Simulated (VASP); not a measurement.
Input of a VASP 6.6.1 run:

Contents of POSCAR:

```
Ti
1.0
    0.0000000000      2.0563573269      2.0563573269
    2.0563573269      0.0000000000      2.0563573269
    2.0563573269      2.0563573269      0.0000000000
Ti
1
Direct
    0.0000000000      0.0000000000      0.0000000000
```

INCAR.step1

```
SYSTEM = Ti
ALGO = Normal ; EDIFF = 1E-4
ENCUT = 520 ; GGA = PE
GGA_COMPAT = .False. ; ISMEAR = -1
LASPH = .True. ; LCHARG = .False.
LMAXMIX = 4 ; LNONCOLLINEAR = .True.
LREAL = .False. ; LSORBIT = .True.
LWAVE = .True. ; MAGMOM = 0 0 0
NBANDS = 23 ; NELM = 150
PREC = Accurate ; SIGMA = 0.1
```

The input INCAR.step2:

```
SYSTEM = Ti
ALGO = Normal ; EDIFF = 1E-6
ENCUT = 520 ; GGA_COMPAT = .False.
ISIF = 2 ; ISMEAR = -1
ISTART = 1 ; LASPH = .True.
LCHARG = .False. ; LMAXMIX = 4
LMIXTAU = .True. ; LNONCOLLINEAR = .True.
LORBIT = 11 ; LORBMOM = .True.
LREAL = .False. ; LSORBIT = .True.
LWAVE = .False. ; MAGMOM = 0 0 0
METAGGA = R2SCAN ; NBANDS = 23
NELM = 150 ; PREC = Accurate
SIGMA = 0.1
```

File KPOINTS:

```
k-points
0
Gamma
  13 13 13
  0 0 0
```

Potentials or basis: VASP PAW PBE potentials, release 64 (Ti_sv).

Command:

```bash
$ cat potpaw_PBE.64/Ti_sv/POTCAR > POTCAR
$ cp INCAR.step1 INCAR
$ mpirun -np 1 vasp_ncl > vasp.out
$ cp INCAR.step2 INCAR
$ mpirun -np 1 vasp_ncl > vasp.out
```

(1) Predict the net moment.

(2) Predict the pressure.

Answers

(1) 0.00 μB per cell.

(2) 0.4 GPa.

Caveat: the PAW data sets were made with another functional, which shifts forces and pressure a little.
